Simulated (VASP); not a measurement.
A run of VASP 6.6.1:

File INCAR:

```
SYSTEM = Sb
PREC     = Accurate       ! precision mode
ENCUT    = 500            ! plane-wave cutoff, eV
EDIFF    = 1E-6           ! SCF threshold, eV
ISMEAR   = 0              ! smearing method
SIGMA    = 0.1            ! smearing width, eV
LREAL    = .False.        ! projectors in reciprocal space
LASPH    = .True.         ! aspherical terms in the spheres
NELM     = 120            ! most SCF steps
ALGO     = Normal         ! electronic algorithm
ISIF     = 2              ! what is computed and relaxed
LWAVE    = .False.        ! write WAVECAR
LCHARG   = .True.         ! write CHGCAR
GGA      = CA             ! functional
LELF     = .True.         ! ELF
LVHAR    = .True.       
NBANDS   = 22             ! bands
GGA_COMPAT= .False.
```

File KPOINTS:

```
regular mesh
0
Gamma
  12 12 12
  0 0 0
```

Contents of POSCAR:

```
Sb
1.0
    2.1468850329      1.2395046533      3.6556912569
   -2.1468850329      1.2395046533      3.6556912569
    0.0000000000     -2.4790093018      3.6556912585
Sb
2
Direct
    0.2641230966      0.2641230966      0.2641230966
    0.7358769034      0.7358769034      0.7358769034
```

Potentials or basis: VASP PAW LDA potentials, release 64 (Sb_d_GW).

Launch:

```sh
$ cat potpaw_LDA.64/Sb_d_GW/POTCAR > POTCAR
$ mpirun -np 1 vasp_std > vasp.out
```

Hardware: 1 thread of Intel(R) Xeon(R) 6975P-C (Granite Rapids), on a shared host.

Q: Estimate the wall time of this run.

A: Wall time 2.2 min on 1 thread of Intel(R) Xeon(R) 6975P-C (Granite Rapids), with other jobs on the host, peak memory 0.32 GiB. Counts: scf iterations 10, k points 189.
